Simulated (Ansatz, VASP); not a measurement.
# Two plane-wave programs on H6C2O

```
C O H
1.0
     6.77081    0.00000    0.00000
     0.00000    6.77081    0.00000
     0.00000    0.00000    6.77081
C O H
8 4 24
Direct
  0.62938 0.00904 0.75952
  0.69393 0.12049 0.57758
  0.12400 0.36702 0.73124
  0.14946 0.45641 0.52856
  0.67683 0.43537 0.08362
  0.57572 0.62775 0.13200
  0.19137 0.01686 0.16398
  0.03535 0.87736 0.08827
  0.57163 0.07177 0.41333
  0.33390 0.39520 0.44715
  0.60045 0.67307 0.33698
  0.06562 0.84930 0.88175
  0.46136 0.16509 0.41625
  0.68767 0.28053 0.60185
  0.84608 0.08327 0.53819
  0.72520 0.04244 0.88378
  0.47800 0.04688 0.79976
  0.63443 0.85023 0.73066
  0.42004 0.51042 0.42567
  0.03129 0.40784 0.42873
  0.14333 0.61810 0.53608
  0.97739 0.39649 0.79096
  0.14316 0.20733 0.72492
  0.23354 0.42815 0.83276
  0.57450 0.81447 0.35736
  0.63723 0.74774 0.04364
  0.41766 0.61735 0.09631
  0.65604 0.40175 0.92694
  0.83519 0.44359 0.11433
  0.61552 0.31276 0.16857
  0.96220 0.76537 0.83278
  0.04354 0.73505 0.16584
  0.88879 0.93963 0.11770
  0.18219 0.02702 0.32432
  0.33870 0.96508 0.12509
  0.17263 0.16480 0.10319
```

Alike in both runs: functional r2SCAN; dispersion D3(BJ); k mesh 1 × 1 × 1; occupations fermi-dirac, width 0.05 eV; no spin polarisation.

Ansatz relaxed the structure, and its values are those at the end. VASP's run is a single point on that final structure, the one shown.

|  | VASP | Ansatz |
| --- | --- | --- |
| version | VASP 6.6.1 | Ansatz 0.2.0 |
| potentials or method | VASP PAW PBE potentials, release 64 (C, O, H), cutoff 520 eV | scalar-relativistic, plane waves, PAW |
| valence electrons in the cell | 80 | 80 |

|  | VASP | Ansatz | Ansatz less VASP |
| --- | --- | --- | --- |
| rms of the force components (eV/Å) | 0.067 | 0.047 | -0.0200 |

VASP's potentials were made for PBE, not for r2SCAN. Ansatz's warnings: dispersion damping borrowed.
